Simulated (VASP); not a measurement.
# ZnC3 (P6_3/mmc) in VASP: notebook, part 3 of 3

VASP 6.6.1.

**6. Single point, PBE**

This run uses another cell than the first one, of 16.27 Å³/atom, 1.675 times its volume.

The input, INCAR:

```
PREC = Accurate ; ENCUT = 520
EDIFF = 1E-7 ; ISMEAR = 0
SIGMA = 0.1 ; LREAL = False
LASPH = True ; NELM = 80
ALGO = Normal ; ISIF = 2
LWAVE = False ; LCHARG = True
GGA = PE ; LELF = True
LVHAR = True ; NBANDS = 34
```

The input, KPOINTS:

```
Automatic mesh
0
Gamma
  9 9 8
```

The input, POSCAR:

```
ZnC3
1.0
    4.4836032067      0.0000000000      0.0000000000
   -2.2418016034      3.8829142775      0.0000000000
    0.0000000000      0.0000000000      7.4781186931
Zn C
2 6
Direct
    0.3333333333      0.6666666667      0.2500000000
    0.6666666667      0.3333333333      0.7500000000
    0.8916981472      0.7833962944      0.2500000000
    0.1083018528      0.8916981472      0.7500000000
    0.2166037056      0.1083018528      0.2500000000
    0.1083018528      0.2166037056      0.7500000000
    0.8916981472      0.1083018528      0.2500000000
    0.7833962944      0.8916981472      0.7500000000
```

Potentials or basis: VASP PAW PBE potentials, release 64 (Zn, C).

On the command line:

```sh
cat potpaw_PBE.64/Zn/POTCAR potpaw_PBE.64/C/POTCAR > POTCAR
mpirun -np 1 vasp_std > vasp.out
```

OUTCAR:

```text
PREC = Accurate
   ENCUT = 520
   EDIFF = 1E-7
   ISMEAR = 0
   LREAL = False
   LASPH = True
   NELM = 80
   ISIF = 2
   GGA = PE

 ion  position               nearest neighbor table
   1  0.333  0.667  0.250-   3 2.29   5 2.29   7 2.29   7 2.29   3 2.29   5 2.29
   2  0.667  0.333  0.750-   6 2.29   8 2.29   4 2.29   4 2.29   6 2.29   8 2.29
   3  0.892  0.783  0.250-   5 1.46   7 1.46   1 2.29   1 2.29
   4  0.108  0.892  0.750-   8 1.46   6 1.46   2 2.29   2 2.29
   5  0.217  0.108  0.250-   3 1.46   7 1.46   1 2.29   1 2.29
   6  0.108  0.217  0.750-   8 1.46   4 1.46   2 2.29   2 2.29
   7  0.892  0.108  0.250-   5 1.46   3 1.46   1 2.29   1 2.29
   8  0.783  0.892  0.750-   6 1.46   4 1.46   2 2.29   2 2.29

  LATTYP: Found a hexagonal cell.
 ALAT       =     4.4836032067
 C/A-ratio  =     1.6678814668

  Lattice vectors:

 A1 = (   4.4836032067,   0.0000000000,   0.0000000000)
 A2 = (  -2.2418016034,   3.8829142775,   0.0000000000)
[... 186 lines left out ...]
  ---------------------------------------------------
  free energy    TOTEN  =       -41.34694161 eV

  energy without entropy =      -41.34589665  energy(sigma->0) =      -41.34641913

 E-fermi :   0.9296     XC(G=0):  -8.4596

 val. band max:        0.7768968648   @ k =   0.4444   0.0000   0.0000
 cond. band min:       1.0258644835   @ k =   0.4444   0.0000   0.0000
 fundamental gap:      0.2489676186
 Fermi energy:         0.9295749162

 k-point     1 :       0.0000    0.0000    0.0000
  band No.  band energies     occupation
      1     -17.3328      2.00000
      2     -17.2442      2.00000
      3      -7.5807      2.00000
      4      -7.5807      2.00000
      5      -7.4964      2.00000
      6      -7.4964      2.00000
[... 877 lines left out ...]
     33       7.0315      0.00000
     34       7.3399      0.00000

 [... further k-points ...]
[... 5 lines left out ...]
  --------------------------------------------------------------------------------------
  -------------------------------------------------------------------------------------
  Total        0.5758209      0.5758209     -0.0106009     -0.0000000      0.0000000     -0.0000000
  in kB        7.0863193      7.0863193     -0.1304592     -0.0000000      0.0000000     -0.0000000
  external PRESSURE =       4.6807265 kB  Pullay stress =       0.0000000 kB

 VOLUME and BASIS-vectors are now :
 -----------------------------------------------------------------------------
  energy-cutoff  :      520.00
  volume of cell :      130.19
      direct lattice vectors                 reciprocal lattice vectors
     4.483603207  0.000000000  0.000000000     0.223034902  0.128769260  0.000000000
    -2.241801603  3.882914277  0.000000000     0.000000000  0.257538521  0.000000000
     0.000000000  0.000000000  7.478118693     0.000000000  0.000000000  0.133723473

 POSITION                                       TOTAL-FORCE (eV/Angst)
 -----------------------------------------------------------------------------------
     -0.00000      2.58861      1.86953        -0.000000     -0.000000      0.000000
      2.24180      1.29430      5.60859        -0.000000     -0.000000      0.000000
      2.24180      3.04186      1.86953         0.000000     -0.159823      0.000000
     -1.51343      3.46239      5.60859         0.138411     -0.079912     -0.000000
      0.72837      0.42053      1.86953         0.138411      0.079912      0.000000
     -0.00000      0.84105      5.60859        -0.000000      0.159823     -0.000000
      3.75523      0.42053      1.86953        -0.138411      0.079912      0.000000
      1.51343      3.46239      5.60859        -0.138411     -0.079912     -0.000000
 -----------------------------------------------------------------------------------
    total drift:                               -0.000000      0.000000     -0.000000

  FREE ENERGIE OF THE ION-ELECTRON SYSTEM (eV)
  ---------------------------------------------------
  free  energy   TOTEN  =       -41.3469416111 eV

  energy  without entropy=      -41.3458966493  energy(sigma->0) =      -41.34641913
```

OSZICAR:

```text
N       E                     dE             d eps       ncg     rms          rms(c)
DAV:   1     0.353557582721E+03    0.35356E+03   -0.21561E+04  4080   0.151E+03
DAV:   2     0.157279741900E+01   -0.35198E+03   -0.32511E+03  4382   0.356E+02
DAV:   3    -0.461092031900E+02   -0.47682E+02   -0.45491E+02  4986   0.129E+02
DAV:   4    -0.481529932701E+02   -0.20438E+01   -0.20184E+01  4486   0.271E+01
DAV:   5    -0.482138850823E+02   -0.60892E-01   -0.60789E-01  5530   0.437E+00    0.136E+01
DAV:   6    -0.418937503694E+02    0.63201E+01   -0.78115E+00  6878   0.633E+01    0.878E+00
DAV:   7    -0.413894673972E+02    0.50428E+00   -0.78852E+00  4478   0.143E+01    0.344E+00
DAV:   8    -0.413541343551E+02    0.35333E-01   -0.49573E-01  5000   0.826E+00    0.161E+00
DAV:   9    -0.413438951258E+02    0.10239E-01   -0.10372E-01  5442   0.432E+00    0.302E-01
DAV:  10    -0.413457318338E+02   -0.18367E-02   -0.16798E-02  4678   0.182E+00    0.151E-01
DAV:  11    -0.413468923848E+02   -0.11606E-02   -0.49268E-03  5230   0.845E-01    0.762E-02
DAV:  12    -0.413468825105E+02    0.98743E-05   -0.10964E-03  5156   0.380E-01    0.227E-02
DAV:  13    -0.413469426361E+02   -0.60126E-04   -0.27611E-04  4322   0.887E-02    0.126E-02
DAV:  14    -0.413469411066E+02    0.15295E-05   -0.27746E-05  5576   0.564E-02    0.451E-03
DAV:  15    -0.413469414844E+02   -0.37782E-06   -0.66270E-06  4730   0.129E-02    0.194E-03
DAV:  16    -0.413469416160E+02   -0.13160E-06   -0.39767E-07  4154   0.384E-03    0.476E-04
DAV:  17    -0.413469416111E+02    0.49149E-08   -0.20742E-08  3128   0.176E-03
   1 F= -.41346942E+02 E0= -.41346419E+02  d E =-.104496E-02
```

stdout:

```text
POSCAR found type information on POSCAR ZnC
 POSCAR found :  2 types and       8 ions
 scaLAPACK will be used
 LDA part: xc-table for (Slater+PW92), standard interpolation
 POSCAR, INCAR and KPOINTS ok, starting setup
 FFT: planning ... GRIDC
 FFT: planning ... GRID_SOFT
 FFT: planning ... GRID
 WAVECAR not read
 entering main loop
```

Wall time 2 min (1 thread of Intel Xeon 6975P-C (Granite Rapids), shared host); peak memory 0.38 GiB.

Results:

```
Free energy            : -41.3469 eV
Pressure               : 0.5 GPa
Largest force          : 0.160 eV/Å
Band gap on the k mesh : 0.25 eV, direct
```

Forces in eV/Å, atoms in the order of the input:
```
Zn   0.000  0.000  0.000
Zn   0.000  0.000  0.000
C    0.000 -0.160  0.000
C    0.138 -0.080  0.000
C    0.138  0.080  0.000
C    0.000  0.160  0.000
C   -0.138  0.080  0.000
C   -0.138 -0.080  0.000
```

**7. Summary**

```tsv
task	cell	k mesh	cutoff (eV)	smearing	gap on the mesh (eV)	pressure (GPa)	largest force (eV/Å)
single point	a = 4.514, b = 4.514, c = 4.405 Å, angles 90.0, 90.0, 120.0°, 8 atoms	6 × 6 × 4	520	gaussian 0.1 eV	none	0.7	0.08
single point	a = 4.753, b = 4.753, c = 3.815 Å, angles 90.0, 90.0, 120.0°, 8 atoms	6 × 6 × 6	520	gaussian 0.1 eV	none	-3.6	0.49
relaxation of cell and atoms	relaxed from a = 4.753, b = 4.753, c = 3.815 Å, angles 90.0, 90.0, 120.0°, 8 atoms	6 × 6 × 4	600	gaussian 0.1 eV	none	0.1	-
single point	a = 4.484, b = 4.484, c = 7.478 Å, angles 90.0, 90.0, 120.0°, 8 atoms	9 × 9 × 6	520	gaussian 0.01 eV	0.25	0.5	0.16
single point	a = 4.484, b = 4.484, c = 7.478 Å, angles 90.0, 90.0, 120.0°, 8 atoms	9 × 9 × 8	520	gaussian 0.1 eV	0.25	0.5	0.16
```

Alike in all rows: level PBE; potentials or basis VASP PAW PBE potentials, release 64 (Zn, C); no spin polarisation.

Caveats: some runs use coarse meshes; the volume moved by over 15 % at a fixed basis, so the end points are rough (some runs).

Total energies depend on the potentials used, so only differences within one code and one set of settings carry meaning.
